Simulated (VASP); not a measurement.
# GaGe3 (Pm-3m) in VASP: notebook, part 3 of 3

VASP 6.6.1. Earlier steps stand in the parts before.

## Step 7: Relaxation of cell and atoms, PBEsol, target pressure 5 GPa, at which the enthalpy is minimised

This run uses another cell than the first one, of 19.58 Å³/atom.

Input file INCAR:

```
SYSTEM = GaGe3
PREC = Accurate
ENCUT = 600
EDIFF = 1E-7
ISMEAR = -1
SIGMA = 0.05
LREAL = .FALSE.
LASPH = .TRUE.
NELM = 80
ALGO = Normal
ISIF = 3
LWAVE = .FALSE.
LCHARG = .FALSE.
GGA = PS
IBRION = 2
NSW = 80
EDIFFG = -0.02
PSTRESS = 50.0
```

Input file KPOINTS:

```
Automatic mesh
0
G
  6 6 6
  0 0 0
```

Input file POSCAR:

```
GaGe3
1.0
    4.2784660000      0.0000000000      0.0000000000
    0.0000000000      4.2784660000      0.0000000000
    0.0000000000      0.0000000000      4.2784660000
Ge Ga
3 1
Direct
    0.5000000000      0.5000000000      0.0000000000
    0.5000000000      0.0000000000      0.5000000000
    0.0000000000      0.5000000000      0.5000000000
    0.0000000000      0.0000000000      0.0000000000
```

Potentials or basis: VASP PAW PBE potentials, release 64 (Ge_d, Ga_d).

Run with:

```console
cat potpaw_PBE.64/Ge_d/POTCAR potpaw_PBE.64/Ga_d/POTCAR > POTCAR
mpirun -np 1 vasp_std > vasp.out
```

OUTCAR:

```text
SYSTEM = GaGe3
   PREC = Accurate
   ENCUT = 600
   EDIFF = 1E-7
   ISMEAR = -1
   LREAL = .FALSE.
   LASPH = .TRUE.
   NELM = 80
   ISIF = 3
   GGA = PS
   IBRION = 2
   NSW = 80
   EDIFFG = -0.02
   PSTRESS = 50.0

 ion  position               nearest neighbor table
   1  0.500  0.500  0.000-
   2  0.500  0.000  0.500-
   3  0.000  0.500  0.500-
   4  0.000  0.000  0.000-

  LATTYP: Found a simple cubic cell.
 ALAT       =     4.2784660000

  Lattice vectors:

 A1 = (   4.2784660000,   0.0000000000,   0.0000000000)
 A2 = (   0.0000000000,   4.2784660000,   0.0000000000)
 A3 = (   0.0000000000,   0.0000000000,   4.2784660000)

Analysis of symmetry for initial positions (statically):
=====================================================================
 Subroutine PRICEL returns:
 Original cell was already a primitive cell.

 Routine SETGRP: Setting up the symmetry group for a
 simple cubic supercell.

 Subroutine GETGRP returns: Found 48 space group operations
 (whereof 48 operations were pure point group operations)
 out of a pool of 48 trial point group operations.

The static configuration has the point symmetry O_h .

Analysis of symmetry for dynamics (positions and initial velocities):
=====================================================================
 Subroutine PRICEL returns:
 Original cell was already a primitive cell.

 Routine SETGRP: Setting up the symmetry group for a
 simple cubic supercell.

 Subroutine GETGRP returns: Found 48 space group operations
 (whereof 48 operations were pure point group operations)
 out of a pool of 48 trial point group operations.

The dynamic configuration has the point symmetry O_h .

 Subroutine INISYM returns: Found 48 space group operations
 (whereof 48 operations are pure point group operations),
 and found     1 'primitive' translations

[... 94 lines left out ...]
   LREAL  =      F    real-space projection
   EDIFFG = -.2E-01   stopping-criterion for IOM
   NSW    =     80    number of steps for IOM
   IBRION =      2    ionic relax: 0-MD 1-quasi-New 2-CG
   NFREE  =      1    steps in history (QN), initial steepest desc. (CG)
   ISIF   =      3    stress and relaxation
   ISYM   =      2    0-nonsym 1-usesym 2-fastsym
   POTIM  = 0.5000    time-step for ionic-motion
   TEBEG  =    0.0;   TEEND  =   0.0 temperature during run
   PSTRESS=   50.0 pullay stress
   NELECT =      55.0000    total number of electrons
   NUPDOWN=      -1.0000    fix difference up-down
   EMIN   =  10.00;   EMAX   =-10.00  energy-range for DOS
   EFERMI =   0.00;   METHOD = LEGACY
   ISMEAR =    -1;   SIGMA  =   0.05  broadening in eV -4-tet -1-fermi 0-gaus
   EFERMI_NEDOS =   21; number of points for ismear=-14 and -15
   IALGO  =     38    algorithm
   IMIX   =      4    mixing-type and parameters
     AMIX     =   0.40;   BMIX     =  1.00
     AMIX_MAG =   1.60;   BMIX_MAG =  1.00
  volume/ion in A,a.u.               =      19.58       132.13
  Fermi-wavevector in a.u.,A,eV,Ry     =   1.455150  2.749834 28.809797  2.117460
  Thomas-Fermi vector in A             =   2.572218
   LORBIT       =      0    0 simple, 1 ext, 2 COOP (PROOUT), +10 PAW based schemes
   GGA     = PS    functional components
   LHFCALC =     F    Hartree Fock is set to
   AEXX    =    0.0000 exact exchange contribution
   IVDW    =     0    specifies the selected vdW correction
   LEPSILON=     F    determine dielectric tensor
   LRPA    =     F    only Hartree local field effects (RPA)
 conjugate gradient relaxation of ions
 non-spin polarized calculation
  energy-cutoff  :      600.00
  volume of cell :       78.32
 maximum number of plane-waves:      2632
 NGX is ok and might be reduce to    36
   NGX = 17   NGY = 17   NGZ = 17

--------------------------------------- Ionic step        1  -------------------------------------------

 number of electron      54.9999959 magnetization

 Free energy of the ion-electron system (eV)
  ---------------------------------------------------
  ext. energy  EPLUGINS =         0.00000000
  ---------------------------------------------------
  free energy    TOTEN  =       -17.20767099 eV

  energy without entropy =      -17.18509479  energy(sigma->0) =      -17.19638289

------------------------ aborting loop because EDIFF is reached ----------------------------------------

  FORCE on cell =-STRESS in cart. coord.  units (eV):
  Direction    XX          YY          ZZ          XY          YZ          ZX
  --------------------------------------------------------------------------------------
  -------------------------------------------------------------------------------------
  Total       -1.6474159     -1.6474159     -1.6474159      0.0000000     -0.0000000      0.0000000
  in kB      -33.7015277    -33.7015277    -33.7015277      0.0000000     -0.0000000      0.0000000
  external PRESSURE =     -83.7015277 kB  Pullay stress =      50.0000000 kB
[... 67 lines left out ...]
--------------------------------------- Ionic step        3  -------------------------------------------

 number of electron      55.0000024 magnetization

 Free energy of the ion-electron system (eV)
  ---------------------------------------------------
  ext. energy  EPLUGINS =         0.00000000
  ---------------------------------------------------
  free energy    TOTEN  =       -17.18703505 eV

  energy without entropy =      -17.16138345  energy(sigma->0) =      -17.17420925

 E-fermi :   7.3548     XC(G=0): -11.8100

 val. band max:        7.3493557629   @ k =   0.3333   0.1667   0.1667
 cond. band min:       7.3954773769   @ k =   0.3333   0.1667   0.0000
 fundamental gap:      0.0461216140
 Fermi energy:         7.3548219413

 k-point     1 :       0.0000    0.0000    0.0000
  band No.  band energies     occupation
      1     -17.4558      2.00000
      2     -17.4558      2.00000
      3     -17.4558      2.00000
      4     -17.4432      2.00000
      5     -17.3950      2.00000
      6     -17.3950      2.00000
[... 744 lines left out ...]
  energy  without entropy=      -17.1613834496  energy(sigma->0) =      -17.17420925

  enthalpy is  TOTEN    =       -15.0282764031 eV   P V=        2.1587586492

 reached required accuracy - stopping structural energy minimisation
```

CONTCAR:

```text
GaGe3
   1.00000000000000
     4.1050163342453603    0.0000000000000000    0.0000000000000000
     0.0000000000000000    4.1050163342453603    0.0000000000000000
     0.0000000000000000   -0.0000000000000000    4.1050163342453603
  Ge              Ga
     3     1
Direct
     0.5000000000000000    0.5000000000000000    0.0000000000000000
     0.5000000000000000    0.0000000000000000    0.5000000000000000
     0.0000000000000000    0.5000000000000000    0.5000000000000000
     0.0000000000000000    0.0000000000000000    0.0000000000000000

  0.00000000E+00  0.00000000E+00  0.00000000E+00
  0.00000000E+00  0.00000000E+00  0.00000000E+00
  0.00000000E+00  0.00000000E+00  0.00000000E+00
  0.00000000E+00  0.00000000E+00  0.00000000E+00
```

Run time: 1.8 min. Hardware: 1 thread of Intel Xeon Platinum 8259CL at 2.50GHz (Skylake/Cascade Lake), shared host; peak memory 0.24 GiB.

What came out:

* Free energy: -17.1870 eV
* Relaxed volume: 17.29 Å³/atom
* Relaxed cell: a = 4.105 Å, b = 4.105 Å, c = 4.105 Å, α = 90.00°, β = 90.00°, γ = 90.00°
* Space group after relaxing (to 0.1 Å): Pm-3m (No. 221)
* Energy change on relaxing (the run minimises the enthalpy): +5.2 meV/atom
* Ionic steps: 3
* Pressure after relaxing: 5.0 GPa
* Band gap on the k mesh: zero (an odd number of electrons rules out a gap without spin polarisation)

The path:
```
step  energy change (eV)  largest force (eV/Å)  pressure (GPa)  volume (Å³)
   1              0.0000                0.0000           -3.37        78.32
   2              0.0947                0.0000            7.58        67.29
   3              0.0206                0.0000            5.03        69.17
```

Final structure:
```
CELL_PARAMETERS angstrom
4.10502 0.00000 0.00000
0.00000 4.10502 0.00000
0.00000 0.00000 4.10502
ATOMIC_POSITIONS crystal
Ge 0.50000 0.50000 0.00000
Ge 0.50000 0.00000 0.50000
Ge 0.00000 0.50000 0.50000
Ga 0.00000 0.00000 0.00000
```

Caveat: the cell is relaxed towards a set pressure, so the run minimises the enthalpy, not the energy; the PAW data sets were made with another functional, which shifts forces and pressure a little.

## Step 8: The runs side by side

| task | level | cell | cutoff (eV) | gap on the mesh (eV) | pressure (GPa) |
| --- | --- | --- | --- | --- | --- |
| single point | r2SCAN | a = 4.250 Å, 4 atoms | 520 | none | -1.3 |
| single point | r2SCAN | a = 4.307 Å, 4 atoms | 520 | none | -3.3 |
| single point | r2SCAN | a = 4.335 Å, 4 atoms | 520 | none | -4.2 |
| single point | r2SCAN | a = 4.362 Å, 4 atoms | 520 | none | -4.9 |
| relaxation of cell and atoms | PBEsol | relaxed from a = 4.278 Å, 4 atoms | 600 | none | 0.1 |
| relaxation of cell and atoms | PBEsol | relaxed to 5 GPa from a = 4.278 Å, 4 atoms | 600 | none | 5.0 |

Alike in all rows: potentials or basis VASP PAW PBE potentials, release 64 (Ge_d, Ga_d); no spin polarisation; k mesh 6 × 6 × 6; smearing fermi-dirac 0.05 eV.

Caveats: the PAW data sets were made with another functional, which shifts forces and pressure a little; the cell stands under tension (at least some runs); the cell is relaxed towards a set pressure, so the run minimises the enthalpy, not the energy (at least some runs).

Total energies depend on the potentials used, so only differences within one code and one set of settings carry meaning.
